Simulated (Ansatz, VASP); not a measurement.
GaN: VASP beside Ansatz

Contents of POSCAR:

```
GaN
1.0
    0.0000000000      2.2742384928      2.2742384928
    2.2742384928      0.0000000000      2.2742384928
    2.2742384928      2.2742384928      0.0000000000
Ga N
1 1
Direct
    0.0000000000      0.0000000000      0.0000000000
    0.7500000000      0.7500000000      0.7500000000
```

INCAR.step1

```
  PREC = Accurate
  ENCUT = 520
  EDIFF = 1E-5
  ISMEAR = 0
  SIGMA = 0.02
  LREAL = F
  LASPH = T
  NELM = 80
  ALGO = Normal
  ISIF = 2
  LWAVE = T
  LCHARG = F
  NBANDS = 16
  GGA = PE
```

File INCAR.step2:

```
  PREC = Accurate
  ENCUT = 520
  EDIFF = 1E-6
  ISMEAR = 0
  SIGMA = 0.02
  LREAL = F
  LASPH = T
  NELM = 80
  ALGO = Normal
  ISIF = 2
  LWAVE = F
  LCHARG = F
  GGA = PE
  LHFCALC = T
  AEXX = 0.25
  PRECFOCK = Normal
  NBANDS = 16
  ISTART = 1
```

Contents of KPOINTS:

```
regular mesh
0
Gamma
  6 6 6
```

Input for Ansatz:

```yaml
crystal:
  lattice:
    - [0.0, 2.2742384928, 2.2742384928]
    - [2.2742384928, 0.0, 2.2742384928]
    - [2.2742384928, 2.2742384928, 0.0]
  atoms:
    - { symbol: Ga, position: [0.0, 0.0, 0.0] }
    - { symbol: "N", position: [0.75, 0.75, 0.75] }
basis:
  ecutwfc: 420
kpoints:
  mp_grid: { grid: [6, 6, 6] }
  band_path:
    path:
      - [[0.0, 0.0, 0.0], [-0.5, -0.5, 0.0], [-0.375, -0.375, 0.25]]
      - [[-0.375, 0.0, 0.375], [0.0, 0.0, 0.0], [0.0, 0.0, 0.5], [-0.5, -0.25, 0.25], [-0.5, -0.5, 0.0]]
    npoints: 4
hamiltonian:
  xc: pbe0
scf:
  occupations: { method: gaussian, width: 0.02 }
output:
  forces: true
  stress: true
  eigenvalues: true
  populations: true
  dos: { projected: true, de: 0.02 }
  bader: false
  write_density: true
  write_potential: true
  elf: true
  volumetric_format: npy
```

Alike in both runs: task single point; functional PBE0; k mesh 6 × 6 × 6; occupations gaussian, width 0.02 eV; no spin polarisation.

```csv
,VASP,Ansatz
version,VASP 6.6.1,Ansatz 0.2.0
potentials or method,"VASP PAW PBE potentials, release 64 (Ga_d, N), cutoff 520 eV","scalar-relativistic, plane waves, PAW"
valence electrons in the cell,18,18
```

VASP gave:

* gap on the k mesh at the Fermi level (eV): 3.49
* least direct gap on the mesh (eV): 3.49
* pressure (GPa): -6.4

**Question.** Estimate Ansatz's values.

**Answer.** gap on the k mesh at the Fermi level (eV): 3.44; least direct gap on the mesh (eV): 3.44; pressure (GPa): -6.4.

Ansatz's warnings: stress exchange threshold loose, stress scf threshold loose.
